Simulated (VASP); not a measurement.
# Li (P6_3/mmc) in VASP: further runs

Li is run at these levels: r2SCAN; tasks: single point.

Program: VASP 6.6.1. These are calculated values, not measurements. Logs are shortened: lines on timing, memory, paths and dates and some standing lists are left out, and cuts for length are marked.

## (1) The cell of the first run

It takes space group P6_3/mmc (No. 194, hexagonal). The conventional cell has a = 3.057 Å, b = 3.057 Å, c = 9.962 Å, α = 90.00°, β = 90.00°, γ = 120.00°. Within 4.0 Å of Li (site symmetry -3m) lie 12 Li at 3.05 to 3.06 Å. Within 4.0 Å of Li (site symmetry -6m2) lie 12 Li at 3.05 to 3.06 Å.

This isn't the form of Li at room conditions, which is bcc.

## (2) Single point, r2SCAN (20.16 Å³/atom)

POSCAR

```
Li
1.0
    3.0570257715      0.0000000000      0.0000000000
   -1.5285128857      2.6474619781      0.0000000000
    0.0000000000      0.0000000000      9.9619416354
Li
4
Direct
    1.0000000000      1.0000000000      1.0000000000
    1.0000000000      1.0000000000      0.5000000000
    0.3333333333      0.6666666667      0.2500000000
    0.6666666667      0.3333333333      0.7500000000
```

INCAR.step1

```
SYSTEM = Li
PREC     = Accurate       ! precision mode
ENCUT    = 830            ! plane-wave cutoff, eV
ISMEAR   = -1             ! smearing method
SIGMA    = 0.1            ! smearing width, eV
LREAL    = .FALSE.        ! projectors in reciprocal space
LASPH    = .TRUE.         ! aspherical terms in the spheres
NELM     = 120            ! most SCF steps
NBANDS   = 14             ! bands
GGA      = PE             ! functional
ALGO     = Normal         ! electronic algorithm
EDIFF    = 1E-5           ! SCF threshold, eV
LWAVE    = .TRUE.         ! write WAVECAR
LCHARG   = .FALSE.        ! write CHGCAR
GGA_COMPAT= .FALSE.
```

INCAR.step2

```
SYSTEM = Li
PREC     = Accurate       ! precision mode
ENCUT    = 830            ! plane-wave cutoff, eV
EDIFF    = 1E-6           ! SCF threshold, eV
ISMEAR   = -1             ! smearing method
SIGMA    = 0.1            ! smearing width, eV
LREAL    = .FALSE.        ! projectors in reciprocal space
LASPH    = .TRUE.         ! aspherical terms in the spheres
NELM     = 120            ! most SCF steps
ALGO     = Normal         ! electronic algorithm
ISIF     = 2              ! what is computed and relaxed
LWAVE    = .FALSE.        ! write WAVECAR
LCHARG   = .FALSE.        ! write CHGCAR
METAGGA  = R2SCAN         ! meta-GGA
LMIXTAU  = .TRUE.       
NBANDS   = 14             ! bands
ISTART   = 1            
GGA_COMPAT= .FALSE.
```

KPOINTS

```
regular mesh
0
G
  13 13 4
  0 0 0
```

Potentials or basis: VASP PAW PBE potentials, release 64 (Li_sv).

Command:

```
$ cat potpaw_PBE.64/Li_sv/POTCAR > POTCAR
$ cp INCAR.step1 INCAR
$ mpirun -np 1 vasp_std > vasp.out
$ cp INCAR.step2 INCAR
$ mpirun -np 1 vasp_std > vasp.out
```

OUTCAR:

```text
SYSTEM = Li
   PREC = Accurate
   ENCUT = 830
   EDIFF = 1E-6
   ISMEAR = -1
   LREAL = .FALSE.
   LASPH = .TRUE.
   NELM = 120
   ISIF = 2
   METAGGA = R2SCAN
   ISTART = 1

 ion  position               nearest neighbor table
   1  0.000  0.000  0.000-
   2  0.000  0.000  0.500-
   3  0.333  0.667  0.250-
   4  0.667  0.333  0.750-

  LATTYP: Found a hexagonal cell.
 ALAT       =     3.0570257715
 C/A-ratio  =     3.2587038449

  Lattice vectors:

 A1 = (   3.0570257715,   0.0000000000,   0.0000000000)
 A2 = (  -1.5285128857,   2.6474619781,   0.0000000000)
 A3 = (   0.0000000000,   0.0000000000,   9.9619416354)

Analysis of symmetry for initial positions (statically):
=====================================================================
 Subroutine PRICEL returns:
 Original cell was already a primitive cell.

 Routine SETGRP: Setting up the symmetry group for a
 hexagonal supercell.

 Subroutine GETGRP returns: Found 24 space group operations
 (whereof 12 operations were pure point group operations)
 out of a pool of 24 trial point group operations.

The static configuration has the point symmetry D_3d.
 The point group associated with its full space group is D_6h.

Analysis of symmetry for dynamics (positions and initial velocities):
=====================================================================
 Subroutine PRICEL returns:
 Original cell was already a primitive cell.

 Routine SETGRP: Setting up the symmetry group for a
 hexagonal supercell.

 Subroutine GETGRP returns: Found 24 space group operations
 (whereof 12 operations were pure point group operations)
 out of a pool of 24 trial point group operations.

The dynamic configuration has the point symmetry D_3d.
 The point group associated with its full space group is D_6h.

 Subroutine INISYM returns: Found 24 space group operations
 (whereof 12 operations are pure point group operations),
 and found     1 'primitive' translations

----------------------------------------------------------------------------------------

                                     Primitive cell

  volume of cell :      80.6256

  direct lattice vectors                    reciprocal lattice vectors
     3.057025772  0.000000000  0.000000000     0.327115332  0.188860125  0.000000000
    -1.528512886  2.647461978  0.000000000     0.000000000  0.377720250  0.000000000
     0.000000000  0.000000000  9.961941635     0.000000000  0.000000000  0.100382038

  length of vectors
     3.057025772  3.057025771  9.961941635     0.377720250  0.377720250  0.100382038

  position of ions in fractional coordinates (direct lattice)
     0.000000000  0.000000000  0.000000000
     0.000000000  0.000000000  0.500000000
     0.333333333  0.666666667  0.250000000
     0.666666667  0.333333333  0.750000000

  ion indices of the primitive-cell ions
   primitive index   ion index
                 1           1
                 2           2
                 3           3
                 4           4

----------------------------------------------------------------------------------------

 KPOINTS: regular mesh

Automatic generation of k-mesh.
 Grid dimensions read from file:
 generate k-points for:   13   13    4

 Generating k-lattice:

  Cartesian coordinates                     Fractional coordinates (reciprocal lattice)
     0.025162718  0.014527702  0.000000000     0.076923077  0.000000000  0.000000000
     0.000000000  0.029055404  0.000000000     0.000000000  0.076923077  0.000000000
     0.000000000  0.000000000  0.025095509     0.000000000  0.000000000  0.250000000

  Length of vectors
     0.029055404  0.029055404  0.025095509

  Shift w.r.t. Gamma in fractional coordinates (k-lattice)
     0.000000000  0.000000000  0.000000000

 Subroutine IBZKPT returns following result:
 ===========================================

 Found     63 irreducible k-points:

 Following reciprocal coordinates:
            Coordinates               Weight
  0.000000  0.000000  0.000000      1.000000
  0.076923  0.000000  0.000000      6.000000
  0.153846  0.000000  0.000000      6.000000
  0.230769  0.000000  0.000000      6.000000
  0.307692  0.000000  0.000000      6.000000
  0.384615  0.000000  0.000000      6.000000
[... 16 lines left out ...]
  0.076923  0.000000  0.250000     12.000000
  0.153846  0.000000  0.250000     12.000000
 [... further k-points ...]
   k-points           NKPTS =     63   k-points in BZ     NKDIM =     63   number of bands    NBANDS=     14
   number of dos      NEDOS =    301   number of ions     NIONS =      4
   total plane-waves  NPLWV =  86400
   dimension x,y,z NGX =    30 NGY =   30 NGZ =   96
   dimension x,y,z NGXF=    60 NGYF=   60 NGZF=  192
   ions per type =               4
   NGX,Y,Z   is equivalent  to a cutoff of  16.31, 16.31, 16.02 a.u.
   NGXF,Y,Z  is equivalent  to a cutoff of  32.63, 32.63, 32.04 a.u.
 SYSTEM =  Li
   PREC   = accura    normal or accurate (medium, high low for compatibility)
[... 73 lines left out ...]

 k-point     2 :       0.0769    0.0000    0.0000
  band No.  band energies     occupation
      1     -47.3911      2.00000
      2     -47.3822      2.00000
      3     -47.3807      2.00000
      4     -47.3718      2.00000
      5      -3.1473      2.00000
      6      -1.9215      2.00000
      7      -1.9206      2.00000
      8       0.7836      0.43563
      9       3.8604      0.00000
     10       9.4130      0.00000
     11       9.4262      0.00000
     12      13.2899      0.00000
     13      13.6596      0.00000
     14      14.5150      0.00000

 k-point     3 :       0.1538    0.0000    0.0000
  band No.  band energies     occupation
      1     -47.3883      2.00000
      2     -47.3802      2.00000
      3     -47.3787      2.00000
      4     -47.3706      2.00000
      5      -2.8385      2.00000
      6      -1.6057      2.00000
      7      -1.6046      2.00000
      8       1.1858      0.00993
      9       3.9726      0.00000
     10       9.4259      0.00000
     11       9.5267      0.00000
     12      11.3620      0.00000
     13      12.3670      0.00000
     14      12.5016      0.00000

 k-point     4 :       0.2308    0.0000    0.0000
  band No.  band energies     occupation
      1     -47.3843      2.00000
      2     -47.3773      2.00000
      3     -47.3758      2.00000
      4     -47.3689      2.00000
      5      -2.3237      2.00000
      6      -1.0846      2.00000
      7      -1.0830      2.00000
      8       1.8544      0.00001
      9       4.0946      0.00000
     10       8.4748      0.00000
     11       9.1331      0.00000
     12      10.1207      0.00000
     13      10.6072      0.00000
     14      11.0919      0.00000

 k-point     5 :       0.3077    0.0000    0.0000
  band No.  band energies     occupation
      1     -47.3797      2.00000
      2     -47.3743      2.00000
      3     -47.3728      2.00000
      4     -47.3673      2.00000
      5      -1.6058      2.00000
      6      -0.3737      1.99993
      7      -0.3703      1.99993
      8       2.7844      0.00000
      9       3.9900      0.00000
     10       6.9193      0.00000
     11       7.5435      0.00000
[... 276 lines left out ...]
 k-point    22 :       0.0000    0.0000    0.2500
  band No.  band energies     occupation
      1     -47.3914      2.00000
      2     -47.3861      2.00000
      3     -47.3784      2.00000
      4     -47.3730      2.00000
      5      -3.1734      2.00000
      6      -2.5603      2.00000
      7      -1.3514      2.00000
      8       0.2324      1.97142
      9       4.4188      0.00000
     10       7.4506      0.00000
     11      11.4624      0.00000
     12      14.6117      0.00000
     13      14.6117      0.00000
     14      15.0064      0.00000

 k-point    23 :       0.0769    0.0000    0.2500
  band No.  band energies     occupation
      1     -47.3904      2.00000
      2     -47.3852      2.00000
      3     -47.3777      2.00000
      4     -47.3726      2.00000
      5      -3.0704      2.00000
      6      -2.4561      2.00000
      7      -1.2430      2.00000
      8       0.3562      1.90471
      9       4.4695      0.00000
     10       7.5088      0.00000
     11      11.4808      0.00000
     12      13.3760      0.00000
     13      13.7442      0.00000
     14      14.0154      0.00000

 k-point    24 :       0.1538    0.0000    0.2500
  band No.  band energies     occupation
      1     -47.3877      2.00000
      2     -47.3829      2.00000
      3     -47.3760      2.00000
      4     -47.3712      2.00000
      5      -2.7614      2.00000
      6      -2.1440      2.00000
      7      -0.9199      2.00000
      8       0.7247      0.66796
      9       4.6117      0.00000
     10       7.6512      0.00000
     11      10.9356      0.00000
     12      11.6562      0.00000
     13      12.1801      0.00000
     14      12.5935      0.00000

 [... further k-points ...]

------------------------ aborting loop because EDIFF is reached ----------------------------------------

  FORCE on cell =-STRESS in cart. coord.  units (eV):
  Direction    XX          YY          ZZ          XY          YZ          ZX
  --------------------------------------------------------------------------------------
  -------------------------------------------------------------------------------------
  Total        0.1083869      0.1083869      0.1188140      0.0000000      0.0000000     -0.0000000
  in kB        2.1538450      2.1538450      2.3610511      0.0000000      0.0000000     -0.0000000
  external PRESSURE =       2.2229137 kB  Pullay stress =       0.0000000 kB

 VOLUME and BASIS-vectors are now :
 -----------------------------------------------------------------------------
  energy-cutoff  :      830.00
  volume of cell :       80.63
      direct lattice vectors                 reciprocal lattice vectors
     3.057025772  0.000000000  0.000000000     0.327115332  0.188860125  0.000000000
    -1.528512886  2.647461978  0.000000000     0.000000000  0.377720250  0.000000000
     0.000000000  0.000000000  9.961941635     0.000000000  0.000000000  0.100382038

 POSITION                                       TOTAL-FORCE (eV/Angst)
 -----------------------------------------------------------------------------------
      0.00000      0.00000      0.00000        -0.000000      0.000000      0.000000
      0.00000      0.00000      4.98097        -0.000000      0.000000      0.000000
     -0.00000      1.76497      2.49049         0.000000     -0.000000      0.000000
      1.52851      0.88249      7.47146         0.000000      0.000000     -0.000000
 -----------------------------------------------------------------------------------
    total drift:                                0.000000      0.000000      0.000000

  FREE ENERGIE OF THE ION-ELECTRON SYSTEM (eV)
  ---------------------------------------------------
  free  energy   TOTEN  =        -9.5627200655 eV

  energy  without entropy=       -9.4982579663  energy(sigma->0) =       -9.53048902
```

Wall time 12 min (1 thread of Oxide Virtual Turin-like, shared host); peak memory 0.32 GiB.

Results:

```
Free energy            : -9.5627 eV
Pressure               : 0.2 GPa
Band gap on the k mesh : zero (bands 6 and 7 overlap by 4.45 eV)
```

Caveat: the PAW data sets were made with another functional, which shifts forces and pressure a little.

## (3) Single point, r2SCAN (21.00 Å³/atom)

This run uses another cell than the first one, of 21.00 Å³/atom.

POSCAR

```
Li
1.0
    3.0989080413      0.0000000000      0.0000000000
   -1.5494540206      2.6837330877      0.0000000000
    0.0000000000      0.0000000000     10.0984235491
Li
4
Direct
    1.0000000000      1.0000000000      1.0000000000
    1.0000000000      1.0000000000      0.5000000000
    0.3333333333      0.6666666667      0.2500000000
    0.6666666667      0.3333333333      0.7500000000
```

INCAR.step1

```
SYSTEM = Li
  PREC = Accurate
  ENCUT = 830
  ISMEAR = -1
  SIGMA = 0.1
  LREAL = .FALSE.
  LASPH = .TRUE.
  NELM = 120
  NBANDS = 14
  GGA = PE
  ALGO = Normal
  EDIFF = 1E-5
  LWAVE = .TRUE.
  LCHARG = .FALSE.
  GGA_COMPAT = .FALSE.
```

INCAR.step2

```
SYSTEM = Li
  PREC = Accurate
  ENCUT = 830
  EDIFF = 1E-6
  ISMEAR = -1
  SIGMA = 0.1
  LREAL = .FALSE.
  LASPH = .TRUE.
  NELM = 120
  ALGO = Normal
  ISIF = 2
  LWAVE = .FALSE.
  LCHARG = .TRUE.
  METAGGA = R2SCAN
  LMIXTAU = .TRUE.
  LELF = .TRUE.
  LVHAR = .TRUE.
  NBANDS = 14
  ISTART = 1
  GGA_COMPAT = .FALSE.
```

KPOINTS is that of step 2.

Potentials or basis: VASP PAW PBE potentials, release 64 (Li_sv).

Command:

```
$ cat potpaw_PBE.64/Li_sv/POTCAR > POTCAR
$ cp INCAR.step1 INCAR
$ mpirun -np 1 vasp_std > vasp.out
$ cp INCAR.step2 INCAR
$ mpirun -np 1 vasp_std > vasp.out
```

Run time: 12 min. Hardware: 1 thread of Oxide Virtual Turin-like, shared host; peak memory 0.32 GiB.

The run converged. Its results:

```
Free energy            : -9.5680 eV
Pressure               : -0.2 GPa
Band gap on the k mesh : zero (bands 6 and 7 overlap by 4.36 eV)
```

Levels at points of the mesh, in eV from the Fermi level:
| k point | band 2 | band 3 | band 4 | band 5 | band 6 | band 7 | band 8 | band 9 | band 10 | band 11 |
| --- | --- | --- | --- | --- | --- | --- | --- | --- | --- | --- |
| (0.00, 0.00, 0.00) | -48.16 | -48.16 | -48.15 | -3.83 | -2.63 | -2.63 | 0.00 | 3.06 | 8.48 | 8.49 |
| (0.00, 0.00, 0.50) | -48.17 | -48.15 | -48.15 | -3.53 | -3.53 | -1.19 | -1.19 | 4.96 | 4.96 | 12.65 |

Caveat: the PAW data sets were made with another functional, which shifts forces and pressure a little.

## (4) Single point, r2SCAN (21.84 Å³/atom)

This run uses another cell than the first one, of 21.84 Å³/atom.

POSCAR

```
Li
1.0
    3.1396878236      0.0000000000      0.0000000000
   -1.5698439118      2.7190494152      0.0000000000
    0.0000000000      0.0000000000     10.2313127825
Li
4
Direct
    1.0000000000      1.0000000000      1.0000000000
    1.0000000000      1.0000000000      0.5000000000
    0.3333333333      0.6666666667      0.2500000000
    0.6666666667      0.3333333333      0.7500000000
```

INCAR.step1

```
SYSTEM = Li
PREC     = Accurate       ! precision mode
ENCUT    = 830            ! plane-wave cutoff, eV
ISMEAR   = -1             ! smearing method
SIGMA    = 0.1            ! smearing width, eV
LREAL    = .False.        ! projectors in reciprocal space
LASPH    = .True.         ! aspherical terms in the spheres
NELM     = 120            ! most SCF steps
NBANDS   = 14             ! bands
GGA      = PE             ! functional
ALGO     = Normal         ! electronic algorithm
EDIFF    = 1E-5           ! SCF threshold, eV
LWAVE    = .True.         ! write WAVECAR
LCHARG   = .False.        ! write CHGCAR
GGA_COMPAT= .False.
```

INCAR.step2

```
SYSTEM = Li
PREC     = Accurate       ! precision mode
ENCUT    = 830            ! plane-wave cutoff, eV
EDIFF    = 1E-6           ! SCF threshold, eV
ISMEAR   = -1             ! smearing method
SIGMA    = 0.1            ! smearing width, eV
LREAL    = .False.        ! projectors in reciprocal space
LASPH    = .True.         ! aspherical terms in the spheres
NELM     = 120            ! most SCF steps
ALGO     = Normal         ! electronic algorithm
ISIF     = 2              ! what is computed and relaxed
LWAVE    = .False.        ! write WAVECAR
LCHARG   = .True.         ! write CHGCAR
METAGGA  = R2SCAN         ! meta-GGA
LMIXTAU  = .True.       
LELF     = .True.         ! ELF
LVHAR    = .True.       
NBANDS   = 14             ! bands
ISTART   = 1            
GGA_COMPAT= .False.
```

KPOINTS

```
Automatic mesh
0
Gamma
  13 13 4
  0 0 0
```

Command:

```
$ cat potpaw_PBE.64/Li_sv/POTCAR > POTCAR
$ cp INCAR.step1 INCAR
$ mpirun -np 1 vasp_std > vasp.out
$ cp INCAR.step2 INCAR
$ mpirun -np 1 vasp_std > vasp.out
```

It took 16 min on 1 thread of Oxide Virtual Turin-like, shared host; peak memory 0.33 GiB.

It converged, with:

| Item | Value |
| --- | --- |
| Free energy | -9.5623 eV |
| Pressure | -0.7 GPa |
| Band gap on the k mesh | zero (bands 6 and 7 overlap by 4.27 eV) |

Stress tensor (GPa, compression positive):
```
-0.71  0.00  0.00
 0.00 -0.71  0.00
 0.00  0.00 -0.58
```

Levels at points of the mesh, in eV from the Fermi level:
| k point | band 3 | band 4 | band 5 | band 6 | band 7 | band 8 | band 9 | band 10 |
| --- | --- | --- | --- | --- | --- | --- | --- | --- |
| (0.00, 0.00, 0.00) | -48.28 | -48.27 | -3.76 | -2.58 | -2.58 | 0.01 | 2.96 | 8.27 |
| (0.00, 0.00, 0.50) | -48.27 | -48.27 | -3.46 | -3.46 | -1.17 | -1.17 | 4.83 | 4.83 |

Caveat: the PAW data sets were made with another functional, which shifts forces and pressure a little.

## (5) Overview

```csv
cell,gap on the mesh (eV),pressure (GPa)
"a = 3.057, b = 3.057, c = 9.962 Å, angles 90.0, 90.0, 120.0°, 4 atoms",none,0.2
"a = 3.099, b = 3.099, c = 10.098 Å, angles 90.0, 90.0, 120.0°, 4 atoms",none,-0.2
"a = 3.140, b = 3.140, c = 10.231 Å, angles 90.0, 90.0, 120.0°, 4 atoms",none,-0.7
```

Alike in all rows: task single point; level r2SCAN; potentials or basis VASP PAW PBE potentials, release 64 (Li_sv); no spin polarisation; k mesh 13 × 13 × 4; cutoff (eV) 830; smearing fermi-dirac 0.1 eV.

Caveats: the PAW data sets were made with another functional, which shifts forces and pressure a little.

Absolute energies hang on the potentials; compare differences alone.
